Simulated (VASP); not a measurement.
**B: single point with PBE**

B:

```
CELL_PARAMETERS angstrom
-2.23696 2.23696 0.79830
2.23696 -2.23696 0.79830
2.23696 2.23696 -0.79830
ATOMIC_POSITIONS crystal
B 0.62500 0.87500 0.75000
B 0.37500 0.12500 0.25000
```

```
Program                : VASP 6.6.1
Task                   : single point
Functional             : PBE
Potentials or basis    : VASP PAW PBE potentials, release 64 (B)
Cutoff                 : 520 eV
k mesh                 : 21 × 21 × 21
Occupations            : fermi-dirac, width 0.05 eV
Spin                   : no spin polarisation
Dipole correction      : no
Further INCAR settings : ALGO = Normal; EDIFF = 1e-06; NBANDS = 10
```

```json
{
  "Pressure": "-0.1 GPa",
  "Band gap on the k mesh": "zero (bands 3 and 4 overlap by 12.80 eV)"
}
```

Levels at points of the mesh, in eV from the Fermi level:
| k point | band 1 | band 2 | band 3 | band 4 | band 5 | band 6 | band 7 | band 8 |
| --- | --- | --- | --- | --- | --- | --- | --- | --- |
| (0.00, 0.00, 0.00) | -14.93 | -4.44 | -4.44 | -3.53 | 5.05 | 5.41 | 5.41 | 15.39 |

Run time: 75 s on 1 thread of Intel Xeon 8259CL (shared host), peak memory 0.21 GiB.
